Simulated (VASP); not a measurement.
Wanted: the native input for a VASP 6.6.1 run.

- Task: relaxation of cell and atoms
- Functional: PBE
- Dispersion: D3(BJ)
- Potentials or basis: VASP PAW PBE potentials, release 64 (N, B)
- Cutoff: 600 eV
- k mesh: 12 × 12 × 6
- Occupations: fermi-dirac, width 0.05 eV
- Spin: no spin polarisation
- Dipole correction: no
- Further INCAR settings: ALGO = Normal; EDIFF = 1e-06; IBRION = 2; EDIFFG = -0.01; NSW = 60; ISIF = 3

The structure of BN lies in POSCAR:

```
BN
1.0
    2.5539396017      0.0000000000      0.0000000000
   -1.2769698009      2.2117765748      0.0000000000
    0.0000000000      0.0000000000      4.2268550000
N B
2 2
Direct
    0.3333333333      0.6666666667      0.1252760000
    0.6666666667      0.3333333333      0.6252760000
    0.3333333333      0.6666666667      0.4997240000
    0.6666666667      0.3333333333      0.9997240000
```

The input as run:

INCAR

```
PREC = Accurate
ENCUT = 600
EDIFF = 1E-6
ISMEAR = -1
SIGMA = 0.05
LREAL = False
LASPH = True
NELM = 60
ALGO = Normal
ISIF = 3
LWAVE = False
LCHARG = False
GGA = PE
IVDW = 12
IBRION = 2
NSW = 60
EDIFFG = -0.01
```

KPOINTS

```
Automatic mesh
0
Gamma
  12 12 6
```

Potentials or basis: VASP PAW PBE potentials, release 64 (N, B).

Run with:

```bash
$ cat potpaw_PBE.64/N/POTCAR potpaw_PBE.64/B/POTCAR > POTCAR
$ mpirun -np 1 vasp_std > vasp.out
```

It gave:

The relaxed volume is 5.88 Å³/atom and the relaxed cell is a = 2.542 Å, b = 2.542 Å, c = 4.203 Å, α = 90.00°, β = 90.00°, γ = 120.00°. The space group after relaxing (to 0.05 Å) is P6_3mc (No. 186), the energy gained by relaxing is 1.6 meV/atom and the ionic steps are 6. The pressure after relaxing is 0.0 GPa, the band gap on the k mesh is 5.18 eV, indirect (least direct gap 8.31 eV) and the dispersion energy per atom is -0.210 eV.

Run time: 45 s on 1 thread of Intel(R) Xeon(R) Platinum 8488C (Sapphire Rapids) (shared host), peak memory 0.16 GiB.
